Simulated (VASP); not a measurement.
# Al5Ga3N8 (P1) in VASP: relaxation of volume and atoms at fixed shape with PBEsol

Aim: the relaxation of volume and atoms at fixed shape of Al5Ga3N8 with PBEsol.

Program: VASP 6.6.1. These are calculated values, not measurements. Logs are shortened: lines on timing, memory, paths and dates and some standing lists are left out, and cuts for length are marked.

**1. The cell of the first run**

The typed cell holds 128 atoms: a = 12.511 Å, b = 12.511 Å, c = 12.511 Å, α = 60.00°, β = 60.00°, γ = 60.00°.

**2. Relaxation of volume and atoms at fixed shape, PBEsol**

INCAR

```
SYSTEM = Al5Ga3N8
PREC = Accurate ; ENCUT = 700
EDIFF = 1E-7 ; ISMEAR = -1
SIGMA = 0.05 ; LREAL = Auto
LASPH = .True. ; NELM = 120
ALGO = Normal ; ISIF = 8
LWAVE = .False. ; LCHARG = .False.
GGA = PS ; IBRION = 2
NSW = 100 ; EDIFFG = -0.03
GGA_COMPAT = .False. ; NELMIN = 4
ISYM = -1 ; KPAR = 1
```

KPOINTS

```
explicit points
1
Reciprocal
  0.50000000   0.50000000   0.50000000 1
```

POSCAR

```
Al5Ga3N8
1.0
    0.0000000000      8.8469470000      8.8469470000
    8.8469470000      0.0000000000      8.8469470000
    8.8469470000      8.8469470000      0.0000000000
Al Ga N
40 24 64
Direct
    0.0003050000      0.9979030000      0.9994100000
    0.0002230000      0.0007240000      0.4965600000
    0.2565420000      0.2479820000      0.2477550000
    0.5028160000      0.4996170000      0.9963580000
    0.4995190000      0.0011750000      0.4983890000
    0.7479950000      0.2509550000      0.2529750000
[... 120 lines left out ...]
    0.0620720000      0.8134570000      0.8099620000
    0.5615340000      0.8130050000      0.8125120000
```

Potentials or basis: VASP PAW PBE potentials, release 64 (Al, Ga_d, N).

On the command line:

```sh
cat potpaw_PBE.64/Al/POTCAR potpaw_PBE.64/Ga_d/POTCAR potpaw_PBE.64/N/POTCAR > POTCAR
mpirun -np 8 vasp_std > vasp.out
```

OUTCAR:

```text
SYSTEM = Al5Ga3N8
   PREC = Accurate
   ENCUT = 700
   EDIFF = 1E-7
   ISMEAR = -1
   LREAL = Auto
   LASPH = .True.
   NELM = 120
   ISIF = 8
   GGA = PS
   IBRION = 2
   NSW = 100
   EDIFFG = -0.03
   NELMIN = 4
   ISYM = -1

 ion  position               nearest neighbor table
   1  0.000  0.998  0.999-  87 1.89 101 1.91 114 1.91  65 1.95  26 3.09  15 3.11  48 3.11  55 3.12
                            23 3.12  35 3.12  59 3.12  31 3.14  25 3.14  11 3.15  13 3.16
   2  0.000  0.001  0.497-  81 1.89 109 1.90  68 1.93 120 1.94  11 3.09  62 3.09  57 3.10  24 3.12
                            20 3.13  52 3.13  60 3.13  19 3.14  39 3.15
   3  0.257  0.248  0.248-  82 1.84  98 1.92  69 1.94 115 1.99  51 3.06  47 3.08  61 3.09  33 3.10
                            32 3.11  53 3.13  16 3.13  12 3.14  24 3.17  14 3.18
   4  0.503  0.500  0.996-  95 1.89  99 1.90  70 1.95 116 1.96  40 3.08  13 3.09  21 3.11  34 3.13
                            17 3.13  33 3.13  51 3.14  58 3.14  32 3.15  15 3.15
   5  0.500  0.001  0.498-  83 1.89 117 1.91 111 1.92  71 1.93  47 3.10  16 3.10  25 3.11  27 3.11
                            61 3.12  49 3.12  30 3.13  33 3.13  55 3.14  22 3.17  40 3.17
   6  0.748  0.251  0.253- 118 1.89  72 1.89 100 1.91  84 1.95  19 3.07  17 3.07  27 3.08  33 3.10
                            28 3.11  62 3.11  60 3.12  34 3.13  11 3.16  13 3.17  25 3.18  23 3.18
   7  0.500  0.500  0.500-  76 1.92 123 1.93  89 1.93 106 1.94  19 3.11  21 3.12  29 3.12  30 3.13
                            20 3.14  36 3.14  27 3.14  28 3.15  37 3.15  38 3.15  17 3.16
   8  0.749  0.750  0.252- 124 1.90  77 1.90 107 1.95  90 1.99  30 3.09  25 3.09  64 3.09  22 3.11
                            47 3.11  37 3.13  14 3.13  28 3.14  26 3.15  18 3.17
   9  0.248  0.747  0.750- 127 1.90 110 1.90  94 1.94  79 1.95  39 3.06  15 3.08  29 3.10  26 3.11
                            20 3.11  32 3.13  21 3.13  40 3.13  30 3.16
  10  0.749  0.752  0.750-  80 1.88  96 1.91 128 1.92 112 1.94  56 3.07  18 3.09  58 3.11  62 3.12
                            54 3.12  49 3.12  50 3.13  22 3.14  57 3.14  39 3.15  34 3.15  40 3.17
  11  0.001  0.999  0.250- 100 1.88  65 1.89 121 1.90  81 1.91  24 3.09   2 3.09  57 3.10  44 3.11
                            23 3.11  31 3.11  63 3.13  62 3.14   1 3.15  25 3.15   6 3.16
  12  0.250  0.249  0.999-  97 1.90  75 1.91 113 1.92  82 1.97  45 3.10  24 3.11  23 3.11  41 3.11
                            38 3.12  42 3.12  51 3.13  60 3.13  32 3.14  29 3.14   3 3.14  31 3.16
  13  0.750  0.253  0.998-  78 1.86  84 1.91  99 1.94 114 1.95   4 3.09  34 3.09  35 3.09  46 3.10
                            33 3.12  23 3.12   1 3.16   6 3.17  25 3.19
  14  0.001  0.501  0.249-  67 1.87  85 1.89 107 1.91 115 1.96  53 3.09  32 3.09  64 3.11  63 3.11
                            60 3.12  52 3.13  43 3.13  26 3.13   8 3.13  28 3.14   3 3.18
  15  0.249  0.750  0.994-  79 1.86 101 1.91 116 1.93  86 1.99  40 3.07  55 3.08   9 3.08  26 3.08
                            32 3.10   1 3.11  31 3.12   4 3.15
  16  0.253  0.250  0.499-  69 1.85 117 1.88  88 1.89 102 1.93   5 3.10  27 3.10  61 3.10  33 3.13
                             3 3.13  36 3.14  45 3.14  53 3.14  43 3.14  35 3.17
  17  0.504  0.498  0.247-  70 1.85 118 1.86  89 1.93 103 1.96   6 3.07  33 3.09  34 3.09  54 3.11
                            28 3.12   4 3.13  27 3.14   7 3.16  36 3.17  37 3.17
  18  0.750  0.748  0.999- 119 1.87  80 1.90 104 1.92  90 1.96  54 3.08  10 3.09  28 3.11  34 3.11
                            56 3.11  42 3.12  59 3.14  37 3.14  39 3.15  26 3.15   8 3.17
  19  0.749  0.251  0.498-  72 1.88 120 1.90 106 1.91  92 1.95   6 3.07  62 3.09  27 3.11   7 3.11
                            28 3.12  60 3.12  38 3.14   2 3.14
  20  0.248  0.749  0.500- 123 1.90  74 1.90 109 1.93  94 1.96  36 3.09  39 3.10  57 3.11  44 3.11
                            29 3.11   9 3.11   2 3.13  37 3.13   7 3.14  24 3.15  30 3.16
  21  0.500  0.498  0.750-  76 1.87 110 1.88  95 1.90 125 1.91  46 3.10   4 3.11  40 3.11   7 3.12
                            38 3.12   9 3.13  29 3.13  51 3.14  32 3.15  30 3.15
  22  0.750  0.745  0.502- 126 1.87  96 1.93 111 1.94  77 1.97  58 3.03  64 3.05  43 3.10  30 3.11
                             8 3.11  63 3.13  40 3.14  10 3.14  57 3.14  25 3.15   5 3.17
  23  0.002  0.246  0.999-  65 1.88 122 1.91  97 1.94  84 1.96  35 3.11  12 3.11  11 3.11  45 3.12
                             1 3.12  13 3.12  60 3.14  31 3.14  34 3.15   6 3.18
  24  0.250  0.999  0.247- 113 1.87  81 1.89  74 1.89  98 1.98  31 3.07  11 3.09  44 3.09  37 3.10
                            12 3.11   2 3.12  41 3.13  20 3.15   3 3.17
  25  0.750  0.997  0.252-  77 1.87  83 1.91 100 1.96 114 1.96   8 3.09  47 3.10   5 3.11  63 3.13
                            33 3.14   1 3.14  22 3.15  11 3.15   6 3.18  13 3.19
  26  1.000  0.752  0.999-  90 1.91 101 1.92 127 1.93  67 1.93  15 3.08   1 3.09  59 3.10   9 3.11
                            39 3.12  48 3.13  32 3.13  14 3.13  18 3.15   8 3.15
  27  0.501  0.249  0.499-  71 1.88 118 1.91 106 1.91  88 1.92   6 3.08  16 3.10  19 3.11  62 3.11
                            33 3.11   5 3.11  49 3.13  45 3.13  17 3.14   7 3.14  38 3.15  36 3.16
  28  0.751  0.500  0.248- 119 1.89  89 1.91 107 1.92  72 1.94  60 3.09  18 3.11   6 3.11  34 3.11
[... 41 lines left out ...]
  49  0.498  0.999  0.750- 105 1.90  71 1.90 128 1.90  91 1.94  31 3.12  10 3.12   5 3.12  27 3.13
                            38 3.14  40 3.14
  50  0.999  0.500  0.751- 112 1.87  93 1.93 122 1.94  73 1.94  34 3.11  29 3.12  10 3.13  39 3.13
                            35 3.14
  51  0.499  0.248  0.001-  66 1.91  99 1.92  82 1.94 125 1.94   3 3.06  38 3.12  33 3.13  12 3.13
                             4 3.14  21 3.14
  52  0.001  0.250  0.498- 115 1.88 102 1.92  92 1.93  68 1.93   2 3.13  14 3.13
  53  0.247  0.502  0.249- 116 1.89  85 1.91 103 1.93  69 1.94  14 3.09  32 3.11  36 3.13   3 3.13
                            16 3.14
  54  0.502  0.749  0.001- 104 1.86  70 1.92 128 1.93  86 1.93  18 3.08  31 3.09  17 3.11  37 3.11
                            10 3.12  34 3.13
  55  0.250  0.999  0.751- 105 1.87  87 1.91  79 1.93 117 1.97  15 3.08   1 3.12  40 3.12  31 3.13
                            35 3.14   5 3.14
  56  0.748  0.997  0.751-  80 1.90  91 1.92 120 1.95 108 1.96  10 3.07  18 3.11  38 3.12  39 3.14

  57  0.999  0.752  0.498- 121 1.88 109 1.92  96 1.92  73 1.95  11 3.10   2 3.10  20 3.11  36 3.13
                            10 3.14  39 3.14  22 3.14
  58  0.753  0.504  0.745- 126 1.84 112 1.93  95 1.95  78 1.96  22 3.03  10 3.11  40 3.12  35 3.13
                             4 3.14
  59  0.751  0.999  0.997-  90 1.85 108 1.85  66 1.92 114 1.92  26 3.10   1 3.12  18 3.14
  60  0.998  0.253  0.249-  97 1.88 115 1.88  72 1.89  81 1.97  28 3.09  19 3.12   6 3.12  14 3.12
                             2 3.13  12 3.13  23 3.14
[... 218 lines left out ...]

  ion indices of the primitive-cell ions
   primitive index   ion index
                 1           1
                 2           2
                 3           3
                 4           4
                 5           5
                 6           6
[... 70 lines left out ...]
                77          77
                78          78
   k-points           NKPTS =      1   k-points in BZ     NKDIM =      1   number of bands    NBANDS=    456
   number of dos      NEDOS =    301   number of ions     NIONS =    128
   total plane-waves  NPLWV = ******
   dimension x,y,z NGX =   108 NGY =  108 NGZ =  108
   dimension x,y,z NGXF=   216 NGYF=  216 NGZF=  216
   ions per type =              40  24  64
   NGX,Y,Z   is equivalent  to a cutoff of  14.35, 14.35, 14.35 a.u.
   NGXF,Y,Z  is equivalent  to a cutoff of  28.70, 28.70, 28.70 a.u.
 SYSTEM =  Al5Ga3N8
   PREC   = accura    normal or accurate (medium, high low for compatibility)
   ISTART =      0    job   : 0-new  1-cont  2-samecut
   ICHARG =      2    charge: 1-file 2-atom 10-const
   ISPIN  =      1    spin polarized calculation?
   LNONCOLLINEAR =      F non collinear calculations
   LSORBIT =      F    spin-orbit coupling
   LASPH  =      T    aspherical Exc in radial PAW
   ENCUT  =  700.0 eV  51.45 Ry    7.17 a.u.  26.99 26.99 26.99*2*pi/ulx,y,z
   NELM   =    120;   NELMIN=  4; NELMDL= -5     # of ELM steps
   EDIFF  = 0.1E-06   stopping-criterion for ELM
   LREAL  =      T    real-space projection
   EDIFFG = -.3E-01   stopping-criterion for IOM
   NSW    =    100    number of steps for IOM
   IBRION =      2    ionic relax: 0-MD 1-quasi-New 2-CG
   NFREE  =      1    steps in history (QN), initial steepest desc. (CG)
   ISIF   =      8    stress and relaxation
   ISYM   =     -1    0-nonsym 1-usesym 2-fastsym
   POTIM  = 0.5000    time-step for ionic-motion
   TEBEG  =    0.0;   TEEND  =   0.0 temperature during run
   PSTRESS=    0.0 pullay stress
   NELECT =     752.0000    total number of electrons
   NUPDOWN=      -1.0000    fix difference up-down
   EMIN   =  10.00;   EMAX   =-10.00  energy-range for DOS
   EFERMI =   0.00;   METHOD = LEGACY
   ISMEAR =    -1;   SIGMA  =   0.05  broadening in eV -4-tet -1-fermi 0-gaus
   EFERMI_NEDOS =   21; number of points for ismear=-14 and -15
   IALGO  =     38    algorithm
   IMIX   =      4    mixing-type and parameters
     AMIX     =   0.40;   BMIX     =  1.00
     AMIX_MAG =   1.60;   BMIX_MAG =  1.00
  volume/ion in A,a.u.               =      10.82        73.01
  Fermi-wavevector in a.u.,A,eV,Ry     =   1.335603  2.523924 24.270550  1.783835
  Thomas-Fermi vector in A             =   2.464294
   LORBIT       =      0    0 simple, 1 ext, 2 COOP (PROOUT), +10 PAW based schemes
   GGA     = PS    functional components
   LHFCALC =     F    Hartree Fock is set to
   AEXX    =    0.0000 exact exchange contribution
   IVDW    =     0    specifies the selected vdW correction
   LEPSILON=     F    determine dielectric tensor
   LRPA    =     F    only Hartree local field effects (RPA)
 conjugate gradient relaxation of ions
 non-spin polarized calculation
  energy-cutoff  :      700.00
  volume of cell :     1384.87
 maximum number of plane-waves:     58256
 NGX is ok and might be reduce to   108
   NGX = 53   NGY = 53   NGZ = 53

--------------------------------------- Ionic step        1  -------------------------------------------

 number of electron     752.0000012 magnetization

 Free energy of the ion-electron system (eV)
  ---------------------------------------------------
  ext. energy  EPLUGINS =         0.00000000
  ---------------------------------------------------
  free energy    TOTEN  =      -936.51351901 eV

  energy without entropy =     -936.51351901  energy(sigma->0) =     -936.51351901

------------------------ aborting loop because EDIFF is reached ----------------------------------------

  FORCE on cell =-STRESS in cart. coord.  units (eV):
  Direction    XX          YY          ZZ          XY          YZ          ZX
  --------------------------------------------------------------------------------------
  -------------------------------------------------------------------------------------
  Total        3.0747568      2.8462432      2.7837464      1.9969075     -5.9025243     -5.7812581
  in kB        3.5572229      3.2928528      3.2205495      2.3102462     -6.8287010     -6.6884066
  external PRESSURE =       3.3568751 kB  Pullay stress =       0.0000000 kB
[... 467 lines left out ...]
  FREE ENERGIE OF THE ION-ELECTRON SYSTEM (eV)
  ---------------------------------------------------
  free  energy   TOTEN  =      -939.0839296202 eV

  energy  without entropy=     -939.0839296202  energy(sigma->0) =     -939.08392962

[... ionic steps 4 to 9 ...]

--------------------------------------- Ionic step       10  -------------------------------------------

 number of electron     752.0000007 magnetization

------------------------ aborting loop because EDIFF is reached ----------------------------------------
[... 319 lines left out ...]
--------------------------------------- Ionic step       12  -------------------------------------------

 number of electron     752.0000005 magnetization

 Free energy of the ion-electron system (eV)
  ---------------------------------------------------
  ext. energy  EPLUGINS =         0.00000000
  ---------------------------------------------------
  free energy    TOTEN  =      -939.53011753 eV

  energy without entropy =     -939.53011753  energy(sigma->0) =     -939.53011753

 E-fermi :   6.8548     XC(G=0): -11.4408

 val. band max:        5.5796550379   @ k =   0.5000   0.5000   0.5000
 cond. band min:       9.5780808663   @ k =   0.5000   0.5000   0.5000
 fundamental gap:      3.9984258284
 Fermi energy:         6.8547631644

 k-point     1 :       0.5000    0.5000    0.5000
  band No.  band energies     occupation
      1      -9.5840      2.00000
      2      -9.5579      2.00000
      3      -9.1952      2.00000
      4      -9.1813      2.00000
      5      -9.1427      2.00000
      6      -9.0972      2.00000
[... 380 lines left out ...]
    387      10.8122      0.00000
    388      10.8332      0.00000
 [bands above 388 left out]

------------------------ aborting loop because EDIFF is reached ----------------------------------------

  FORCE on cell =-STRESS in cart. coord.  units (eV):
  Direction    XX          YY          ZZ          XY          YZ          ZX
  --------------------------------------------------------------------------------------
  -------------------------------------------------------------------------------------
  Total        0.0011922     -0.4488492     -0.1180485     -3.0496044     -3.0249960     -3.1800214
  in kB        0.0013818     -0.5202419     -0.1368249     -3.5346662     -3.5061437     -3.6858270
  external PRESSURE =      -0.2185617 kB  Pullay stress =       0.0000000 kB
[... 143 lines left out ...]
  FREE ENERGIE OF THE ION-ELECTRON SYSTEM (eV)
  ---------------------------------------------------
  free  energy   TOTEN  =      -939.5301175288 eV

  energy  without entropy=     -939.5301175287  energy(sigma->0) =     -939.53011753

 reached required accuracy - stopping structural energy minimisation
```

Run time: 76 min. Hardware: 8 MPI ranks of Intel Xeon Platinum 8488C (Sapphire Rapids), shared host; peak memory 0.72 GiB.

What came out:

| Item | Value |
| --- | --- |
| Free energy | -939.5301 eV |
| Relaxed volume | 10.80 Å³/atom |
| Relaxed cell | a = 12.504 Å, b = 12.504 Å, c = 12.504 Å, α = 60.00°, β = 60.00°, γ = 60.00° |
| Space group after relaxing (to 0.1 Å) | P1 (No. 1) |
| Energy gained by relaxing | 23.6 meV/atom |
| Ionic steps | 12 |
| Pressure after relaxing | 0.0 GPa |
| Largest force after relaxing | 0.028 eV/Å |
| Band gap on the k mesh | 4.00 eV |

Forces on the atoms (eV/Å):
```
Al   0.008  0.000 -0.002
Al  -0.008  0.010  0.007
Al  -0.006  0.003 -0.015
Al   0.001  0.001  0.006
Al  -0.009  0.007 -0.009
Al  -0.010  0.000 -0.011
Al  -0.003  0.000  0.011
Al   0.020 -0.003 -0.005
Al   0.004 -0.004  0.013
Al  -0.004 -0.003  0.012
Al  -0.003 -0.001  0.006
Al  -0.007  0.001 -0.009
Al  -0.007  0.000 -0.001
Al   0.003 -0.001 -0.001
Al  -0.001  0.007  0.001
Al  -0.010 -0.004 -0.004
Al   0.007 -0.007  0.002
Al   0.001 -0.010 -0.004
Al  -0.008  0.006 -0.005
Al  -0.008  0.006  0.000
Al   0.003 -0.006  0.009
Al   0.004  0.009  0.005
Al  -0.006  0.006  0.000
Al  -0.008 -0.010 -0.010
Al  -0.004 -0.003 -0.011
Al   0.005 -0.001 -0.007
Al  -0.007  0.013 -0.007
Al   0.006 -0.010 -0.001
Al   0.012 -0.016  0.003
Al   0.008 -0.001  0.003
Al  -0.001  0.006  0.006
Al  -0.001  0.006  0.004
Al  -0.005 -0.011 -0.010
Al  -0.003 -0.019 -0.006
Al   0.010  0.003  0.015
Al   0.001  0.003 -0.008
Al  -0.004 -0.015 -0.003
Al  -0.001  0.002  0.001
Al  -0.004 -0.007  0.005
Al   0.010  0.011  0.013
Ga  -0.005 -0.007 -0.005
Ga   0.006 -0.002  0.002
Ga  -0.006 -0.003  0.007
Ga  -0.011  0.009  0.002
Ga   0.001 -0.009  0.003
Ga  -0.008  0.008 -0.001
Ga   0.010 -0.022 -0.013
Ga   0.007 -0.005  0.009
Ga   0.010  0.009  0.007
Ga   0.001 -0.017 -0.007
Ga  -0.010 -0.001  0.004
Ga  -0.008 -0.001  0.002
Ga  -0.001  0.000 -0.001
Ga   0.010  0.005  0.013
Ga   0.016  0.006  0.016
Ga   0.003  0.011 -0.009
Ga  -0.006  0.003  0.009
Ga  -0.010 -0.011 -0.005
Ga  -0.003  0.006 -0.009
Ga  -0.002  0.006  0.007
Ga   0.004 -0.004 -0.002
Ga  -0.003  0.025 -0.003
Ga  -0.001  0.012  0.011
Ga  -0.008 -0.001 -0.011
N   -0.002 -0.002  0.012
N    0.006  0.002 -0.003
N    0.017  0.014  0.000
N    0.025  0.001 -0.009
N   -0.007 -0.007 -0.009
N    0.000  0.004 -0.013
N   -0.010  0.010  0.005
N    0.004 -0.003 -0.009
N   -0.004  0.000 -0.009
N    0.004 -0.003 -0.003
N    0.000 -0.001  0.011
N    0.002  0.005  0.001
N   -0.006 -0.009 -0.011
N   -0.016 -0.003  0.006
N    0.015  0.018  0.011
N   -0.001 -0.006  0.007
N   -0.006  0.009 -0.013
N    0.009  0.005  0.009
N   -0.006 -0.005 -0.005
N    0.002 -0.019  0.003
N    0.001 -0.009 -0.014
N    0.025 -0.001  0.014
N    0.015 -0.001  0.014
N   -0.015  0.000  0.003
N   -0.010  0.012 -0.008
N   -0.001  0.008  0.004
N    0.009  0.001  0.019
N   -0.004  0.012  0.002
N    0.002 -0.003 -0.006
N    0.002  0.010  0.007
N    0.005  0.007  0.006
N   -0.011  0.008  0.004
N   -0.004  0.000  0.005
N    0.012 -0.014  0.000
N   -0.002 -0.004 -0.012
N   -0.005  0.001 -0.006
N   -0.005 -0.016  0.016
N    0.006 -0.018 -0.004
N    0.000  0.008 -0.013
N   -0.002 -0.003  0.000
N    0.006  0.010  0.009
N   -0.008  0.007 -0.007
N    0.001  0.006  0.005
N   -0.010  0.006  0.004
N    0.009 -0.001 -0.002
N    0.008  0.010 -0.002
N   -0.005  0.009  0.006
N   -0.008 -0.008 -0.007
N    0.004 -0.008  0.000
N   -0.005  0.001 -0.002
N    0.014  0.000 -0.005
N    0.000  0.009 -0.011
N    0.002  0.000  0.007
N   -0.004 -0.012 -0.012
N    0.006 -0.006 -0.005
N   -0.002  0.007 -0.009
N    0.005 -0.010  0.015
N   -0.004 -0.008 -0.009
N   -0.012  0.005 -0.022
N   -0.004 -0.005  0.007
N   -0.001 -0.002  0.006
N   -0.012  0.001 -0.009
N    0.010 -0.003 -0.004
N    0.004  0.000  0.017
```

Step by step:
| step | energy change (eV) | largest force (eV/Å) | pressure (GPa) | volume (Å³) |
| --- | --- | --- | --- | --- |
| 1 | 0.0000 | 2.6197 | 0.34 | 1384.87 |
| 2 | -2.2690 | 1.2692 | -0.87 | 1389.42 |
| 3 | -2.5704 | 0.7315 | -0.76 | 1388.24 |
| 4 | -2.8951 | 0.3792 | 0.49 | 1378.92 |
| 5 | -2.8990 | 0.3357 | 0.36 | 1379.83 |
| 6 | -2.9883 | 0.1645 | -0.03 | 1382.36 |
| 7 | -2.9887 | 0.1761 | -0.05 | 1382.54 |
| 8 | -3.0098 | 0.0626 | -0.04 | 1382.41 |
| 9 | -3.0105 | 0.0847 | -0.03 | 1382.38 |
| 10 | -3.0149 | 0.0338 | 0.03 | 1381.89 |
| 11 | -3.0149 | 0.0355 | 0.05 | 1381.83 |
| 12 | -3.0166 | 0.0283 | -0.02 | 1382.31 |

Caveat: the PAW data sets were made with another functional, which shifts forces and pressure a little; a shifted mesh leaves out Γ, where band edges can lie. A k mesh can miss the band edges.
